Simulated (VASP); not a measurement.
Input of a VASP 6.6.1 run:

INCAR

```
SYSTEM = TaN
  PREC = Accurate
  ENCUT = 600
  EDIFF = 1E-7
  ISMEAR = 0
  SIGMA = 0.1
  LREAL = .FALSE.
  LASPH = .TRUE.
  NELM = 100
  ALGO = Normal
  ISIF = 3
  LWAVE = .FALSE.
  LCHARG = .FALSE.
  GGA = PE
  IBRION = 2
  NSW = 100
  EDIFFG = -0.01
```

File KPOINTS:

```
Automatic mesh
0
G
  18 18 8
  0 0 0
```

POSCAR

```
TaN
1.0
    2.9178189976      0.0000000000      0.0000000000
   -1.4589094988      2.5269053755      0.0000000000
    0.0000000000      0.0000000000      5.9094278934
Ta N
2 2
Direct
    0.0000000000      0.0000000000      0.0000000000
    0.0000000000      0.0000000000      0.5000000000
    0.3333333333      0.6666666667      0.2500000000
    0.6666666667      0.3333333333      0.7500000000
```

Potentials or basis: VASP PAW PBE potentials, release 64 (Ta_pv, N).

Run with:

```sh
$ cat potpaw_PBE.64/Ta_pv/POTCAR potpaw_PBE.64/N/POTCAR > POTCAR
$ mpirun -np 1 vasp_std > vasp.out
```

**Question.** Estimate the relaxed volume.

**Answer.** 10.92 Å³/atom.

**Question.** Estimate the relaxed cell.

**Answer.** a = 2.919 Å, b = 2.919 Å, c = 5.918 Å, α = 90.00°, β = 90.00°, γ = 120.00°.

**Question.** What does it give for the space group after relaxing (to 0.05 Å)?

**Answer.** P6_3/mmc (No. 194).

**Question.** What does it give for the band gap on the k mesh?

**Answer.** Zero (band 16 reaches 8.66 eV, above the bottom of band 17 at 7.68 eV).

Final structure:
```xyz
4
Lattice="2.9193 0.0000 0.0000 -1.4597 2.5282 0.0000 0.0000 0.0000 5.9175" Properties=species:S:1:pos:R:3 pbc="T T T"
Ta    0.0000    0.0000    0.0000
Ta    0.0000    0.0000    2.9588
N     0.0000    1.6855    1.4794
N     1.4597    0.8427    4.4381
```

Caveat: spin-orbit coupling is left out, which moves the levels of the heavy elements.
